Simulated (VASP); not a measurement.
# NaCu2Mo (P4/mmm) in VASP: relaxation of cell and atoms with PBE

Aim: the relaxation of cell and atoms of NaCu2Mo with PBE.

Program: VASP 6.6.1. These are calculated values, not measurements. Logs are shortened: lines on timing, memory, paths and dates and some standing lists are left out, and cuts for length are marked.

### Step 1. The cell of the first run

Symmetry: P4/mmm, No. 123, tetragonal system. The conventional cell has a = 4.881 Å, b = 4.881 Å, c = 2.538 Å, α = 90.00°, β = 90.00°, γ = 90.00°. Na (site symmetry 4/mmm) has 2 Na at 2.54 Å and 8 Cu at 2.75 Å within 3.3 Å. Cu (site symmetry mmm) has 2 Cu at 2.54 Å and 4 Na at 2.75 Å and 4 Mo at 2.75 Å within 3.3 Å. Mo (site symmetry 4/mmm) has 2 Mo at 2.54 Å and 8 Cu at 2.75 Å within 3.3 Å.

The cell was generated, and may not be a known phase.

### Step 2. Relaxation of cell and atoms, PBE

File INCAR:

```
SYSTEM = NaCu2Mo
  PREC = Accurate
  ENCUT = 600
  EDIFF = 1E-6
  ISMEAR = 0
  SIGMA = 0.1
  LREAL = .FALSE.
  LASPH = .TRUE.
  NELM = 80
  ALGO = Fast
  ISIF = 3
  LWAVE = .FALSE.
  LCHARG = .FALSE.
  GGA = PE
  IBRION = 2
  NSW = 100
  EDIFFG = -0.01
```

File KPOINTS:

```
Automatic mesh
0
G
  10 10 18
  0 0 0
```

File POSCAR:

```
NaCu2Mo
1.0
    4.8813975673      0.0000000000      0.0000000000
    0.0000000000      4.8813975673      0.0000000000
    0.0000000000      0.0000000000      2.5377755923
Na Cu Mo
1 2 1
Direct
    0.0000000000      0.0000000000      0.0000000000
    0.5000000000      0.0000000000      0.5000000000
    0.0000000000      0.5000000000      0.5000000000
    0.5000000000      0.5000000000      0.0000000000
```

Potentials or basis: VASP PAW PBE potentials, release 64 (Na_pv, Cu, Mo_sv).

Run with:

```console
$ cat potpaw_PBE.64/Na_pv/POTCAR potpaw_PBE.64/Cu/POTCAR potpaw_PBE.64/Mo_sv/POTCAR > POTCAR
$ mpirun -np 1 vasp_std > vasp.out
```

OUTCAR:

```text
SYSTEM = NaCu2Mo
   PREC = Accurate
   ENCUT = 600
   EDIFF = 1E-6
   ISMEAR = 0
   LREAL = .FALSE.
   LASPH = .TRUE.
   NELM = 80
   ISIF = 3
   GGA = PE
   IBRION = 2
   NSW = 100
   EDIFFG = -0.01

 ion  position               nearest neighbor table
   1  0.000  0.000  0.000-   2 2.75   3 2.75   2 2.75   3 2.75   3 2.75   3 2.75   2 2.75   2 2.75

   2  0.500  0.000  0.500-   1 2.75   4 2.75   1 2.75   4 2.75   4 2.75   4 2.75   1 2.75   1 2.75

   3  0.000  0.500  0.500-   1 2.75   4 2.75   1 2.75   4 2.75   1 2.75   1 2.75   4 2.75   4 2.75

   4  0.500  0.500  0.000-   2 2.75   3 2.75   2 2.75   3 2.75   2 2.75   2 2.75   3 2.75   3 2.75

  LATTYP: Found a simple tetragonal cell.
 ALAT       =     4.8813975673
 C/A-ratio  =     0.5198870933

  Lattice vectors:

 A1 = (   4.8813975673,   0.0000000000,   0.0000000000)
 A2 = (   0.0000000000,   4.8813975673,   0.0000000000)
 A3 = (   0.0000000000,   0.0000000000,   2.5377755923)

Analysis of symmetry for initial positions (statically):
=====================================================================
 Subroutine PRICEL returns:
 Original cell was already a primitive cell.

 Routine SETGRP: Setting up the symmetry group for a
 simple tetragonal supercell.

 Subroutine GETGRP returns: Found 16 space group operations
 (whereof 16 operations were pure point group operations)
 out of a pool of 16 trial point group operations.

The static configuration has the point symmetry D_4h.

Analysis of symmetry for dynamics (positions and initial velocities):
=====================================================================
 Subroutine PRICEL returns:
 Original cell was already a primitive cell.

 Routine SETGRP: Setting up the symmetry group for a
 simple tetragonal supercell.

 Subroutine GETGRP returns: Found 16 space group operations
 (whereof 16 operations were pure point group operations)
 out of a pool of 16 trial point group operations.

The dynamic configuration has the point symmetry D_4h.

 Subroutine INISYM returns: Found 16 space group operations
 (whereof 16 operations are pure point group operations),
 and found     1 'primitive' translations

[... 98 lines left out ...]
   EDIFF  = 0.1E-05   stopping-criterion for ELM
   LREAL  =      F    real-space projection
   EDIFFG = -.1E-01   stopping-criterion for IOM
   NSW    =    100    number of steps for IOM
   IBRION =      2    ionic relax: 0-MD 1-quasi-New 2-CG
   NFREE  =      1    steps in history (QN), initial steepest desc. (CG)
   ISIF   =      3    stress and relaxation
   ISYM   =      2    0-nonsym 1-usesym 2-fastsym
   POTIM  = 0.5000    time-step for ionic-motion
   TEBEG  =    0.0;   TEEND  =   0.0 temperature during run
   PSTRESS=    0.0 pullay stress
   NELECT =      43.0000    total number of electrons
   NUPDOWN=      -1.0000    fix difference up-down
   EMIN   =  10.00;   EMAX   =-10.00  energy-range for DOS
   EFERMI =   0.00;   METHOD = LEGACY
   ISMEAR =     0;   SIGMA  =   0.10  broadening in eV -4-tet -1-fermi 0-gaus
   EFERMI_NEDOS =   21; number of points for ismear=-14 and -15
   IALGO  =     68    algorithm
   IMIX   =      4    mixing-type and parameters
     AMIX     =   0.40;   BMIX     =  1.00
     AMIX_MAG =   1.60;   BMIX_MAG =  1.00
  volume/ion in A,a.u.               =      15.12       102.02
  Fermi-wavevector in a.u.,A,eV,Ry     =   1.461225  2.761315 29.050871  2.135179
  Thomas-Fermi vector in A             =   2.577582
   LORBIT       =      0    0 simple, 1 ext, 2 COOP (PROOUT), +10 PAW based schemes
   GGA     = PE    functional components
   LHFCALC =     F    Hartree Fock is set to
   AEXX    =    0.0000 exact exchange contribution
   IVDW    =     0    specifies the selected vdW correction
   LEPSILON=     F    determine dielectric tensor
   LRPA    =     F    only Hartree local field effects (RPA)
 conjugate gradient relaxation of ions
 non-spin polarized calculation
 RMM-DIIS sequential band-by-band and
 Gauss-broadening in eV      SIGMA  =   0.10
  energy-cutoff  :      600.00
  volume of cell :       60.47
 maximum number of plane-waves:      2050
 NGX is ok and might be reduce to    40
   NGX = 19   NGY = 19   NGZ = 11

--------------------------------------- Ionic step        1  -------------------------------------------

 number of electron      43.0000000 magnetization

 Free energy of the ion-electron system (eV)
  ---------------------------------------------------
  ext. energy  EPLUGINS =         0.00000000
  ---------------------------------------------------
  free energy    TOTEN  =       -18.02013425 eV

  energy without entropy =      -18.00891788  energy(sigma->0) =      -18.01452606

------------------------ aborting loop because EDIFF is reached ----------------------------------------

  FORCE on cell =-STRESS in cart. coord.  units (eV):
  Direction    XX          YY          ZZ          XY          YZ          ZX
  --------------------------------------------------------------------------------------
  -------------------------------------------------------------------------------------
  Total        0.1398241      0.1398241     -0.0391313      0.0000000      0.0000000      0.0000000
  in kB        3.7046816      3.7046816     -1.0367955      0.0000000      0.0000000      0.0000000
  external PRESSURE =       2.1241892 kB  Pullay stress =       0.0000000 kB
[... 215 lines left out ...]
--------------------------------------- Ionic step        7  -------------------------------------------

 number of electron      43.0000005 magnetization

 Free energy of the ion-electron system (eV)
  ---------------------------------------------------
  ext. energy  EPLUGINS =         0.00000000
  ---------------------------------------------------
  free energy    TOTEN  =       -18.02042430 eV

  energy without entropy =      -18.00912450  energy(sigma->0) =      -18.01477440

 E-fermi :   6.5347     XC(G=0): -11.4062

 val. band max:        6.5276301926   @ k =   0.3000   0.3000   0.4444
 cond. band min:       6.5379623286   @ k =   0.4000   0.1000   0.1667
 fundamental gap:      0.0103321360
 Fermi energy:         6.5347211624

 k-point     1 :       0.0000    0.0000    0.0000
  band No.  band energies     occupation
      1     -54.3698      2.00000
      2     -28.4338      2.00000
      3     -28.4338      2.00000
      4     -27.4789      2.00000
      5     -17.4427      2.00000
      6     -17.4427      2.00000
[... 661 lines left out ...]
     24       9.2536      0.00000
     25       9.4483      0.00000

 [... further k-points ...]
[... 5 lines left out ...]
  --------------------------------------------------------------------------------------
  -------------------------------------------------------------------------------------
  Total        0.0301021      0.0301021     -0.0191778      0.0000000      0.0000000      0.0000000
  in kB        0.7950811      0.7950811     -0.5065398      0.0000000      0.0000000      0.0000000
  external PRESSURE =       0.3612075 kB  Pullay stress =       0.0000000 kB
[... 19 lines left out ...]
  FREE ENERGIE OF THE ION-ELECTRON SYSTEM (eV)
  ---------------------------------------------------
  free  energy   TOTEN  =       -18.0204243003 eV

  energy  without entropy=      -18.0091244994  energy(sigma->0) =      -18.01477440

 reached required accuracy - stopping structural energy minimisation
```

CONTCAR:

```text
NaCu2Mo
   1.00000000000000
     4.8905409679850180    0.0000000000000000    0.0000000000000000
     0.0000000000000000    4.8905409679850180   -0.0000000000000000
     0.0000000000000000    0.0000000000000000    2.5361908760884742
  Na              Cu              Mo
     1     2     1
Direct
     0.0000000000000000    0.0000000000000000    0.0000000000000000
     0.5000000000000000    0.0000000000000000    0.5000000000000000
     0.0000000000000000    0.5000000000000000    0.5000000000000000
     0.5000000000000000    0.5000000000000000    0.0000000000000000

  0.00000000E+00  0.00000000E+00  0.00000000E+00
  0.00000000E+00  0.00000000E+00  0.00000000E+00
  0.00000000E+00  0.00000000E+00  0.00000000E+00
  0.00000000E+00  0.00000000E+00  0.00000000E+00
```

It took 32 min on 1 thread of Intel Xeon 8259CL, shared host; peak memory 0.5 GiB.

What came out:

* Free energy: -18.0204 eV
* Relaxed volume: 15.16 Å³/atom
* Relaxed cell: a = 4.891 Å, b = 4.891 Å, c = 2.536 Å, α = 90.00°, β = 90.00°, γ = 90.00°
* Space group after relaxing (to 0.1 Å): P4/mmm (No. 123)
* Energy gained by relaxing: 0.1 meV/atom
* Ionic steps: 7
* Pressure after relaxing: 0.0 GPa
* Band gap on the k mesh: zero (an odd number of electrons rules out a gap without spin polarisation)

Stress tensor (GPa, compression positive):
```
 0.08  0.00  0.00
 0.00  0.08  0.00
 0.00  0.00 -0.05
```

The path:
| step | energy change (eV) | largest force (eV/Å) | pressure (GPa) | volume (Å³) |
| --- | --- | --- | --- | --- |
| 1 | 0.0000 | 0.0000 | 0.21 | 60.47 |
| 2 | -0.0003 | 0.0000 | -0.15 | 60.65 |
| 3 | -0.0003 | 0.0000 | -0.15 | 60.63 |
| 4 | -0.0003 | 0.0000 | -0.05 | 60.61 |
| 5 | -0.0003 | 0.0000 | 0.13 | 60.62 |
| 6 | -0.0003 | 0.0000 | 0.09 | 60.63 |
| 7 | -0.0003 | 0.0000 | 0.04 | 60.66 |

Final structure:
```cif
data_structure
_symmetry_space_group_name_H-M 'P 1'
_symmetry_Int_Tables_number 1
_cell_length_a 4.8905
_cell_length_b 4.8905
_cell_length_c 2.5362
_cell_angle_alpha 90.000
_cell_angle_beta 90.000
_cell_angle_gamma 90.000
_cell_volume 60.66
loop_
_atom_site_label
_atom_site_type_symbol
_atom_site_fract_x
_atom_site_fract_y
_atom_site_fract_z
_atom_site_occupancy
Na1 Na 0.00000 0.00000 0.00000 1
Cu1 Cu 0.50000 0.00000 0.50000 1
Cu2 Cu 0.00000 0.50000 0.50000 1
Mo1 Mo 0.50000 0.50000 0.00000 1
```
